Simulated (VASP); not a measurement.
Here is a VASP 6.6.1 calculation.

The input INCAR:

```
SYSTEM = Ga2As3
ALGO = Normal
EDIFF = 1E-6
EDIFFG = -0.01
ENCUT = 600
GGA = PE
IBRION = 2
ISIF = 3
ISMEAR = 0
LASPH = .True.
LCHARG = .False.
LREAL = .False.
LWAVE = .False.
NELM = 100
NSW = 100
PREC = Accurate
SIGMA = 0.1
```

Contents of KPOINTS:

```
k-points
0
Gamma
  8 8 8
  0 0 0
```

Contents of POSCAR:

```
Ga2As3
1.0
    4.9604551645      0.0000000000      0.0000000000
    0.0000000000      4.9604551645      0.0000000000
    0.0000000000      0.0000000000      4.9604551645
Ga As
2 3
Direct
    0.0000000000      0.0000000000      0.0000000000
    0.5000000000      0.5000000000      0.5000000000
    0.0000000000      0.5000000000      0.5000000000
    0.5000000000      0.0000000000      0.5000000000
    0.5000000000      0.5000000000      0.0000000000
```

Potentials or basis: VASP PAW PBE potentials, release 64 (Ga_d, As).

Launch:

```console
$ cat potpaw_PBE.64/Ga_d/POTCAR potpaw_PBE.64/As/POTCAR > POTCAR
$ mpirun -np 1 vasp_std > vasp.out
```

Problem. What does it give for the relaxed volume?

Solution. 24.69 Å³/atom.

Problem. What does it give for the relaxed cell?

Solution. a = 4.979 Å, b = 4.979 Å, c = 4.979 Å, α = 90.00°, β = 90.00°, γ = 90.00°.

Problem. Predict the space group after relaxing (to 0.05 Å).

Solution. Pm-3m (No. 221).

The path:
```
step  energy change (eV)  largest force (eV/Å)  pressure (GPa)  volume (Å³)
   1              0.0000                0.0000            0.51       122.06
   2             -0.0021                0.0000            0.01       123.44
```
